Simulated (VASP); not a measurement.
# NdHf (P4/nmm) in VASP: a series of runs

The runs below take NdHf through single point, with PBE.

All numbers are computed with VASP 6.6.1; they aren't measurements. Logs are shortened: lines on timing, memory, paths and dates and some standing lists are left out, and cuts for length are marked.

## Step 1: The cell of the first run

Symmetry: P4/nmm, No. 129, tetragonal system. The conventional cell has a = 3.312 Å, b = 3.312 Å, c = 10.246 Å, α = 90.00°, β = 90.00°, γ = 90.00°. Within 4.4 Å of Nd (site symmetry 4mm) lie 8 Nd at 3.31 to 3.87 Å and 4 Hf at 3.47 Å. Hf (site symmetry 4mm) has 8 Hf at 3.11 to 3.31 Å and 4 Nd at 3.47 Å within 4.1 Å.

## Step 2: Single point, PBE

Contents of INCAR:

```
ALGO = Normal
EDIFF = 1E-6
ENCUT = 500
GGA = PE
GGA_COMPAT = F
ISIF = 2
ISMEAR = 0
LASPH = T
LCHARG = F
LMAXMIX = 6
LREAL = F
LWAVE = F
NBANDS = 29
NELM = 200
PREC = Accurate
SIGMA = 0.1
```

Contents of KPOINTS:

```
k-points
0
Gamma
  10 10 4
```

Contents of POSCAR:

```
NdHf
1.0
    3.3116484020      0.0000000000      0.0000000000
    0.0000000000      3.3116484020      0.0000000000
    0.0000000000      0.0000000000     10.2456433265
Nd Hf
2 2
Direct
    0.0000000000      0.5000000000      0.1502772185
    0.5000000000      0.0000000000      0.8497227815
    0.0000000000      0.5000000000      0.5995916191
    0.5000000000      0.0000000000      0.4004083809
```

Potentials or basis: VASP PAW PBE potentials, release 64 (Nd_3, Hf_pv), 4f in core.

The run is started by

```sh
$ cat potpaw_PBE.64/Nd_3/POTCAR potpaw_PBE.64/Hf_pv/POTCAR > POTCAR
$ mpirun -np 1 vasp_std > vasp.out
```

OUTCAR:

```text
EDIFF = 1E-6
   ENCUT = 500
   GGA = PE
   ISIF = 2
   ISMEAR = 0
   LASPH = T
   LREAL = F
   NELM = 200
   PREC = Accurate

 ion  position               nearest neighbor table
   1  0.000  0.500  0.150-   4 3.47   4 3.47   4 3.47   4 3.47
   2  0.500  0.000  0.850-   3 3.47   3 3.47   3 3.47   3 3.47
   3  0.000  0.500  0.600-   4 3.11   4 3.11   4 3.11   4 3.11   2 3.47   2 3.47   2 3.47   2 3.47

   4  0.500  0.000  0.400-   3 3.11   3 3.11   3 3.11   3 3.11   1 3.47   1 3.47   1 3.47   1 3.47

  LATTYP: Found a simple tetragonal cell.
 ALAT       =     3.3116484020
 C/A-ratio  =     3.0938197788

  Lattice vectors:

 A1 = (   3.3116484020,   0.0000000000,   0.0000000000)
 A2 = (   0.0000000000,   3.3116484020,   0.0000000000)
 A3 = (   0.0000000000,   0.0000000000,  10.2456433265)

Analysis of symmetry for initial positions (statically):
=====================================================================
 Subroutine PRICEL returns:
 Original cell was already a primitive cell.

 Routine SETGRP: Setting up the symmetry group for a
 simple tetragonal supercell.

 Subroutine GETGRP returns: Found 16 space group operations
 (whereof  8 operations were pure point group operations)
 out of a pool of 16 trial point group operations.

The static configuration has the point symmetry D_2d.
 The point group associated with its full space group is D_4h.

Analysis of symmetry for dynamics (positions and initial velocities):
=====================================================================
 Subroutine PRICEL returns:
 Original cell was already a primitive cell.

 Routine SETGRP: Setting up the symmetry group for a
 simple tetragonal supercell.

 Subroutine GETGRP returns: Found 16 space group operations
 (whereof  8 operations were pure point group operations)
 out of a pool of 16 trial point group operations.

The dynamic configuration has the point symmetry D_2d.
 The point group associated with its full space group is D_4h.

 Subroutine INISYM returns: Found 16 space group operations
 (whereof  8 operations are pure point group operations),
 and found     1 'primitive' translations

----------------------------------------------------------------------------------------

                                     Primitive cell

  volume of cell :     112.3641

  direct lattice vectors                    reciprocal lattice vectors
     3.311648402  0.000000000  0.000000000     0.301964423  0.000000000  0.000000000
     0.000000000  3.311648402  0.000000000     0.000000000  0.301964423  0.000000000
     0.000000000  0.000000000 10.245643326     0.000000000  0.000000000  0.097602461

  length of vectors
     3.311648402  3.311648402 10.245643326     0.301964423  0.301964423  0.097602461

  position of ions in fractional coordinates (direct lattice)
     0.000000000  0.500000000  0.150277219
     0.500000000  0.000000000  0.849722781
     0.000000000  0.500000000  0.599591619
     0.500000000  0.000000000  0.400408381

  ion indices of the primitive-cell ions
   primitive index   ion index
                 1           1
                 2           2
                 3           3
                 4           4

----------------------------------------------------------------------------------------

 KPOINTS: k-points

Automatic generation of k-mesh.
 Grid dimensions read from file:
 generate k-points for:   10   10    4

 Generating k-lattice:

  Cartesian coordinates                     Fractional coordinates (reciprocal lattice)
     0.030196442  0.000000000  0.000000000     0.100000000  0.000000000  0.000000000
     0.000000000  0.030196442  0.000000000     0.000000000  0.100000000  0.000000000
     0.000000000  0.000000000  0.024400615     0.000000000  0.000000000  0.250000000

  Length of vectors
     0.030196442  0.030196442  0.024400615

  Shift w.r.t. Gamma in fractional coordinates (k-lattice)
     0.000000000  0.000000000  0.000000000

 Subroutine IBZKPT returns following result:
 ===========================================

 Found     63 irreducible k-points:

 Following reciprocal coordinates:
            Coordinates               Weight
  0.000000  0.000000  0.000000      1.000000
  0.100000  0.000000  0.000000      4.000000
  0.200000  0.000000  0.000000      4.000000
  0.300000  0.000000  0.000000      4.000000
  0.400000  0.000000  0.000000      4.000000
  0.500000  0.000000  0.000000      2.000000
[... 16 lines left out ...]
  0.100000  0.000000  0.250000      8.000000
  0.200000  0.000000  0.250000      8.000000
 [... further k-points ...]
   k-points           NKPTS =     63   k-points in BZ     NKDIM =     63   number of bands    NBANDS=     29
   number of dos      NEDOS =    301   number of ions     NIONS =      4
   total plane-waves  NPLWV =  46080
   dimension x,y,z NGX =    24 NGY =   24 NGZ =   80
   dimension x,y,z NGXF=    48 NGYF=   48 NGZF=  160
   ions per type =               2   2
   NGX,Y,Z   is equivalent  to a cutoff of  12.05, 12.05, 12.98 a.u.
   NGXF,Y,Z  is equivalent  to a cutoff of  24.10, 24.10, 25.96 a.u.
 SYSTEM =  unknown system
   PREC   = accura    normal or accurate (medium, high low for compatibility)
   ISTART =      0    job   : 0-new  1-cont  2-samecut
   ICHARG =      2    charge: 1-file 2-atom 10-const
   ISPIN  =      1    spin polarized calculation?
   LNONCOLLINEAR =      F non collinear calculations
   LSORBIT =      F    spin-orbit coupling
   LASPH  =      T    aspherical Exc in radial PAW
   ENCUT  =  500.0 eV  36.75 Ry    6.06 a.u.   6.04  6.04 18.68*2*pi/ulx,y,z
   NELM   =    200;   NELMIN=  2; NELMDL= -5     # of ELM steps
   EDIFF  = 0.1E-05   stopping-criterion for ELM
   LREAL  =      F    real-space projection
   EDIFFG = 0.1E-04   stopping-criterion for IOM
   NSW    =      0    number of steps for IOM
   IBRION =     -1    ionic relax: 0-MD 1-quasi-New 2-CG
   NFREE  =      0    steps in history (QN), initial steepest desc. (CG)
   ISIF   =      2    stress and relaxation
   ISYM   =      2    0-nonsym 1-usesym 2-fastsym
   POTIM  = 0.5000    time-step for ionic-motion
   TEBEG  =    0.0;   TEEND  =   0.0 temperature during run
   PSTRESS=    0.0 pullay stress
   NELECT =      42.0000    total number of electrons
   NUPDOWN=      -1.0000    fix difference up-down
   EMIN   =  10.00;   EMAX   =-10.00  energy-range for DOS
   EFERMI =   0.00;   METHOD = LEGACY
   ISMEAR =     0;   SIGMA  =   0.10  broadening in eV -4-tet -1-fermi 0-gaus
   EFERMI_NEDOS =   21; number of points for ismear=-14 and -15
   IALGO  =     38    algorithm
   IMIX   =      4    mixing-type and parameters
     AMIX     =   0.40;   BMIX     =  1.00
     AMIX_MAG =   1.60;   BMIX_MAG =  1.00
  volume/ion in A,a.u.               =      28.09       189.57
  Fermi-wavevector in a.u.,A,eV,Ry     =   1.179276  2.228508 18.921504  1.390691
  Thomas-Fermi vector in A             =   2.315590
   LORBIT       =      0    0 simple, 1 ext, 2 COOP (PROOUT), +10 PAW based schemes
   GGA     = PE    functional components
   LHFCALC =     F    Hartree Fock is set to
   AEXX    =    0.0000 exact exchange contribution
   IVDW    =     0    specifies the selected vdW correction
   LEPSILON=     F    determine dielectric tensor
   LRPA    =     F    only Hartree local field effects (RPA)
 non-spin polarized calculation
 Gauss-broadening in eV      SIGMA  =   0.10
  energy-cutoff  :      500.00
  volume of cell :      112.36
 maximum number of plane-waves:      2888
   NGX = 13   NGY = 13   NGZ = 37

 number of electron      42.0000001 magnetization

 Free energy of the ion-electron system (eV)
  ---------------------------------------------------
  ext. energy  EPLUGINS =         0.00000000
  ---------------------------------------------------
  free energy    TOTEN  =       -28.70460110 eV

  energy without entropy =      -28.67126085  energy(sigma->0) =      -28.68793098

 E-fermi :   4.0136     XC(G=0): -10.4276

 val. band max:        4.0032535835   @ k =   0.4000   0.2000   0.0000
 cond. band min:       4.0180289339   @ k =   0.4000   0.4000   0.0000
 fundamental gap:      0.0147753505
 Fermi energy:         4.0135906015

 k-point     1 :       0.0000    0.0000    0.0000
  band No.  band energies     occupation
      1     -33.6883      2.00000
      2     -33.6446      2.00000
      3     -26.8376      2.00000
      4     -26.6214      2.00000
      5     -26.6214      2.00000
      6     -26.4750      2.00000
[... 21 lines left out ...]
     28       7.2713      0.00000
     29       7.2713      0.00000

 k-point     2 :       0.1000    0.0000    0.0000
  band No.  band energies     occupation
      1     -33.6746      2.00000
      2     -33.6329      2.00000
      3     -26.8354      2.00000
      4     -26.6621      2.00000
      5     -26.6143      2.00000
      6     -26.4617      2.00000
[... 21 lines left out ...]
     28       6.8139      0.00000
     29       7.2890      0.00000

 k-point     3 :       0.2000    0.0000    0.0000
  band No.  band energies     occupation
      1     -33.6381      2.00000
      2     -33.6024      2.00000
      3     -26.8359      2.00000
      4     -26.7475      2.00000
      5     -26.5941      2.00000
      6     -26.4924      2.00000
[... 21 lines left out ...]
     28       6.2042      0.00000
     29       7.2095      0.00000

 k-point     4 :       0.3000    0.0000    0.0000
  band No.  band energies     occupation
      1     -33.5914      2.00000
      2     -33.5652      2.00000
      3     -26.8561      2.00000
      4     -26.8356      2.00000
      5     -26.5645      2.00000
      6     -26.5303      2.00000
[... 21 lines left out ...]
     28       5.8222      0.00000
     29       7.1740      0.00000

 k-point     5 :       0.4000    0.0000    0.0000
  band No.  band energies     occupation
      1     -33.5510      2.00000
      2     -33.5371      2.00000
      3     -26.8977      2.00000
      4     -26.8942      2.00000
      5     -26.5304      2.00000
      6     -26.5295      2.00000
[... 21 lines left out ...]
     28       5.5911      0.00000
     29       7.0426      0.00000
[... 510 lines left out ...]
     28       7.4155      0.00000
     29       9.5027      0.00000

 k-point    22 :       0.0000    0.0000    0.2500
  band No.  band energies     occupation
      1     -33.6883      2.00000
      2     -33.6447      2.00000
      3     -26.8376      2.00000
      4     -26.6214      2.00000
      5     -26.6214      2.00000
      6     -26.4751      2.00000
[... 21 lines left out ...]
     28       6.9187      0.00000
     29       6.9187      0.00000

 k-point    23 :       0.1000    0.0000    0.2500
  band No.  band energies     occupation
      1     -33.6746      2.00000
      2     -33.6329      2.00000
      3     -26.8354      2.00000
      4     -26.6621      2.00000
      5     -26.6143      2.00000
      6     -26.4617      2.00000
[... 21 lines left out ...]
     28       6.6569      0.00000
     29       6.8252      0.00000

 k-point    24 :       0.2000    0.0000    0.2500
  band No.  band energies     occupation
      1     -33.6381      2.00000
      2     -33.6024      2.00000
      3     -26.8359      2.00000
      4     -26.7475      2.00000
      5     -26.5941      2.00000
      6     -26.4924      2.00000
[... 21 lines left out ...]
     28       6.1534      0.00000
     29       7.0704      0.00000

 [... further k-points ...]
[... 5 lines left out ...]
  --------------------------------------------------------------------------------------
  -------------------------------------------------------------------------------------
  Total        0.0295157      0.0295157      0.1617801      0.0000000      0.0000000      0.0000000
  in kB        0.4208587      0.4208587      2.3067900      0.0000000      0.0000000      0.0000000
  external PRESSURE =       1.0495025 kB  Pullay stress =       0.0000000 kB

 VOLUME and BASIS-vectors are now :
 -----------------------------------------------------------------------------
  energy-cutoff  :      500.00
  volume of cell :      112.36
      direct lattice vectors                 reciprocal lattice vectors
     3.311648402  0.000000000  0.000000000     0.301964423  0.000000000  0.000000000
     0.000000000  3.311648402  0.000000000     0.000000000  0.301964423  0.000000000
     0.000000000  0.000000000 10.245643326     0.000000000  0.000000000  0.097602461

 POSITION                                       TOTAL-FORCE (eV/Angst)
 -----------------------------------------------------------------------------------
      0.00000      1.65582      1.53969         0.000000     -0.000000     -0.028615
      1.65582      0.00000      8.70596        -0.000000     -0.000000      0.028615
      0.00000      1.65582      6.14320        -0.000000      0.000000     -0.082565
      1.65582      0.00000      4.10244         0.000000     -0.000000      0.082565
 -----------------------------------------------------------------------------------
    total drift:                                0.000000      0.000000      0.000000

  FREE ENERGIE OF THE ION-ELECTRON SYSTEM (eV)
  ---------------------------------------------------
  free  energy   TOTEN  =       -28.7046011038 eV

  energy  without entropy=      -28.6712608519  energy(sigma->0) =      -28.68793098
```

Wall time 2.1 min (1 thread of AMD EPYC 7R13 (Zen 3), shared host); peak memory 0.29 GiB.

Results:

| Quantity | Value |
| --- | --- |
| Free energy | -28.7046 eV |
| Pressure | 0.1 GPa |
| Largest force | 0.083 eV/Å |
| Band gap on the k mesh | zero (bands 21 and 22 overlap by 1.45 eV) |

Forces in eV/Å, atoms in the order of the input:
```
Nd   0.000  0.000 -0.029
Nd   0.000  0.000  0.029
Hf   0.000  0.000 -0.083
Hf   0.000  0.000  0.083
```

Stress tensor (GPa, compression positive):
```
0.04 0.00 0.00
0.00 0.04 0.00
0.00 0.00 0.23
```

Levels at points of the mesh, in eV from the Fermi level:
```csv
k point,band 17,band 18,band 19,band 20,band 21,band 22,band 23,band 24,band 25,band 26
"(0.00, 0.00, 0.00)",-2.86,-2.34,-1.79,-0.56,-0.54,0.73,1.08,1.15,1.52,1.52
"(0.50, 0.00, 0.00)",-1.39,-1.39,-0.46,-0.46,0.24,0.24,1.20,1.20,1.20,1.20
"(0.50, 0.50, 0.00)",-1.64,-1.64,-1.60,-1.60,-0.08,-0.08,-0.06,-0.06,2.49,2.49
"(0.00, 0.00, 0.50)",-2.56,-2.13,-1.74,-1.00,0.01,0.82,0.96,1.60,1.60,1.81
"(0.50, 0.00, 0.50)",-1.64,-1.64,0.03,0.03,0.28,0.28,0.97,0.97,1.24,1.24
"(0.50, 0.50, 0.50)",-1.96,-1.96,-1.34,-1.34,-1.09,-1.09,1.10,1.10,2.54,2.54
```

Caveat: spin-orbit coupling is left out, which moves the levels of the heavy elements; the 4f electrons are frozen in the core, so they carry no moment and show no levels.

## Step 3: Single point, PBE

Contents of INCAR:

```
PREC     = Accurate       # precision mode
ENCUT    = 500            # plane-wave cutoff, eV
EDIFF    = 1E-6           # SCF threshold, eV
ISMEAR   = 0              # smearing method
SIGMA    = 0.1            # smearing width, eV
LREAL    = False          # projectors in reciprocal space
LASPH    = True           # aspherical terms in the spheres
NELM     = 200            # most SCF steps
ALGO     = Normal         # electronic algorithm
ISIF     = 2              # what is computed and relaxed
LWAVE    = False          # write WAVECAR
LCHARG   = True           # write CHGCAR
GGA      = PE             # functional
LELF     = True           # ELF
LVHAR    = True         
NBANDS   = 29             # bands
GGA_COMPAT= False        
LMAXMIX  = 6              # l up to which the mixer works
```

Contents of KPOINTS:

```
regular mesh
0
Gamma
  10 10 4
```

Contents of POSCAR:

```
NdHf
1.0
    3.3114572364      0.0000000000      0.0000000000
    0.0000000000      3.3114572364      0.0000000000
    0.0000000000      0.0000000000     10.2460157124
Nd Hf
2 2
Direct
    0.0000000000      0.5000000000      0.1502921724
    0.5000000000      0.0000000000      0.8497078276
    0.0000000000      0.5000000000      0.5996180370
    0.5000000000      0.0000000000      0.4003819630
```

Potentials or basis: VASP PAW PBE potentials, release 64 (Nd_3, Hf_pv), 4f in core.

The run is started by

```sh
$ cat potpaw_PBE.64/Nd_3/POTCAR potpaw_PBE.64/Hf_pv/POTCAR > POTCAR
$ mpirun -np 1 vasp_std > vasp.out
```

Wall time 2.2 min (1 thread of AMD EPYC 7R13 (Zen 3), shared host); peak memory 0.29 GiB.

The run converged. Its results:

```yaml
Free_energy: -28.7045 eV
Pressure: 0.1 GPa
Largest_force: 0.085 eV/Å
Band_gap_on_the_k_mesh: zero (bands 21 and 22 overlap by 1.45 eV)
```

Forces in eV/Å, atoms in the order of the input:
```
Nd   0.000  0.000 -0.029
Nd   0.000  0.000  0.029
Hf   0.000  0.000 -0.085
Hf   0.000  0.000  0.085
```

Stress tensor (GPa, compression positive):
```
0.05 0.00 0.00
0.00 0.05 0.00
0.00 0.00 0.23
```

Levels at points of the mesh, in eV from the Fermi level:
```csv
k point,band 19,band 20,band 21,band 22,band 23,band 24
"(0.00, 0.00, 0.00)",-1.79,-0.56,-0.54,0.73,1.09,1.15
"(0.50, 0.00, 0.00)",-0.46,-0.46,0.24,0.24,1.20,1.20
"(0.50, 0.50, 0.00)",-1.60,-1.60,-0.08,-0.08,-0.06,-0.06
"(0.00, 0.00, 0.50)",-1.74,-1.00,0.01,0.82,0.96,1.60
"(0.50, 0.00, 0.50)",0.03,0.03,0.28,0.28,0.97,0.97
"(0.50, 0.50, 0.50)",-1.34,-1.34,-1.09,-1.09,1.10,1.10
```

Caveat: spin-orbit coupling is left out, which moves the levels of the heavy elements; the 4f electrons are frozen in the core, so they carry no moment and show no levels.

[end of part 1 of 2]

The gap in the log of VASP goes by the Fermi energy; the results here count the filled bands.